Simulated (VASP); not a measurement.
A run of VASP 6.6.1 is set up as follows.

Contents of POSCAR:

```
Si3Ge3N8
1.0
    7.8205151073      0.0000000000      0.0000000000
   -3.9102575537      6.7727647536      0.0000000000
    0.0000000000      0.0000000000      2.9901689729
Si Ge N
3 3 8
Direct
    0.2374192009      0.8242866312      0.5000000000
    0.1757133688      0.4131325696      0.5000000000
    0.5868674304      0.7625807991      0.5000000000
    0.3990891632      0.2285502117      0.0000000000
    0.8294610485      0.6009108368      0.0000000000
    0.7714497883      0.1705389515      0.0000000000
    0.3333333333      0.6666666667      0.5000000000
    0.6666666667      0.3333333333      0.0000000000
    0.9823508489      0.6847233212      0.5000000000
    0.3045479022      0.9593775485      0.0000000000
    0.6548296463      0.6954520978      0.0000000000
    0.3152766788      0.2976275277      0.5000000000
    0.0406224515      0.3451703537      0.0000000000
    0.7023724723      0.0176491511      0.5000000000
```

Contents of INCAR.step1:

```
SYSTEM = Si3Ge3N8
ALGO = Normal
EDIFF = 1E-4
ENCUT = 520
GGA = PE
ISMEAR = 0
KPAR = 4
LASPH = .True.
LCHARG = .False.
LREAL = .False.
LWAVE = .True.
NBANDS = 60
NELM = 100
PREC = Accurate
SIGMA = 0.01
```

Contents of INCAR.step2:

```
SYSTEM = Si3Ge3N8
ALGO = Normal
EDIFF = 1E-6
ENCUT = 520
ISIF = 2
ISMEAR = 0
ISTART = 1
KPAR = 4
LASPH = .True.
LCHARG = .False.
LMIXTAU = .True.
LREAL = .False.
LWAVE = .False.
METAGGA = R2SCAN
NBANDS = 60
NELM = 100
PREC = Accurate
SIGMA = 0.01
```

KPOINTS

```
k-points
0
Gamma
  6 6 8
  0 0 0
```

Potentials or basis: VASP PAW PBE potentials, release 64 (Si, Ge_d, N).

Command:

```bash
$ cat potpaw_PBE.64/Si/POTCAR potpaw_PBE.64/Ge_d/POTCAR potpaw_PBE.64/N/POTCAR > POTCAR
$ cp INCAR.step1 INCAR
$ mpirun -np 4 vasp_std > vasp.out
$ cp INCAR.step2 INCAR
$ mpirun -np 4 vasp_std > vasp.out
```

Problem. Estimate the largest force.

Solution. 0.067 eV/Å.

Problem. What does it give for the pressure?

Solution. 0.3 GPa.

Problem. Predict the band gap on the k mesh.

Solution. 3.78 eV.

Forces on the atoms (eV/Å):
```
Si  -0.002 -0.002  0.000
Si   0.002 -0.001  0.000
Si   0.000  0.002  0.000
Ge   0.006 -0.005  0.000
Ge  -0.007 -0.003  0.000
Ge   0.001  0.007  0.000
N    0.000  0.000  0.000
N    0.000  0.000  0.000
N    0.055  0.038  0.000
N    0.006 -0.054  0.000
N   -0.049  0.022  0.000
N   -0.061  0.029  0.000
N    0.044  0.032  0.000
N    0.005 -0.067  0.000
```

Caveat: the PAW data sets were made with another functional, which shifts forces and pressure a little. A k mesh can miss the band edges.
